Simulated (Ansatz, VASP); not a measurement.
**One calculation of KNaICl, two programs**

INCAR

```
SYSTEM = KNaICl
PREC = Accurate ; ENCUT = 520
EDIFF = 1E-6 ; ISMEAR = 0
SIGMA = 0.05 ; LREAL = .False.
LASPH = .True. ; NELM = 100
ALGO = Normal ; ISIF = 2
LWAVE = .False. ; LCHARG = .True.
LELF = .True. ; LVHAR = .True.
NBANDS = 23
```

File KPOINTS:

```
regular mesh
0
Gamma
  6 6 4
  0 0 0
```

The input POSCAR:

```
KNaICl
1.0
    4.0593600000      0.0000000000      0.0000000000
    0.0000000000      4.9614400000      0.0000000000
    0.0000000000      0.0000000000      6.8190640000
K Na I Cl
1 1 1 1
Direct
    0.5000000000      0.5000000000      0.5000000000
    0.0000000000      0.0000000000      0.0000000000
    0.5000000000      0.5000000000      0.0000000000
    0.0000000000      0.0000000000      0.5000000000
```

Input for Ansatz:

```yaml
crystal:
  lattice:
    - [4.05936, 0.0, 0.0]
    - [0.0, 4.96144, 0.0]
    - [0.0, 0.0, 6.819064]
  atoms:
    - { symbol: K, position: [0.5, 0.5, 0.5] }
    - { symbol: Na, position: [0.0, 0.0, 0.0] }
    - { symbol: I, position: [0.5, 0.5, 0.0] }
    - { symbol: Cl, position: [0.0, 0.0, 0.5] }
basis:
  ecutwfc: 420
kpoints:
  mp_grid: { grid: [6, 6, 4] }
hamiltonian:
  xc: lda
scf:
  occupations: { method: gaussian, width: 0.05 }
output:
  forces: true
  stress: true
  eigenvalues: true
```

Change from the starting cell: strain -0.1000 x Voigt [1, -1, 0, 0, 0, 0], atoms carried along.

Alike in both runs: task single point; functional LDA; k mesh 6 × 6 × 4; occupations gaussian, width 0.05 eV; no spin polarisation.

```csv
,VASP,Ansatz
version,VASP 6.6.1,Ansatz 0.2.0
potentials or method,"VASP PAW LDA potentials, release 64 (K_sv, Na_pv, I, Cl), cutoff 520 eV","scalar-relativistic, plane waves, PAW"
valence electrons in the cell,30,42
```

```csv
,VASP,Ansatz,Ansatz less VASP
gap on the k mesh at the Fermi level (eV),2.91,2.90,-0.006
least direct gap on the mesh (eV),2.92,2.91,-0.005
pressure (GPa),-2.0,-2.0,-0.02
"traceless stress, the component that is largest in VASP (GPa)",1.81,1.81,+0.005
```

LDA's correlation is that of Perdew and Zunger in VASP and of Perdew and Wang (1992) in Ansatz. VASP's potentials hold 30 valence electrons a cell and Ansatz's 42, so a difference there can come from the potentials and not from the codes.

Spin-orbit coupling is off throughout.
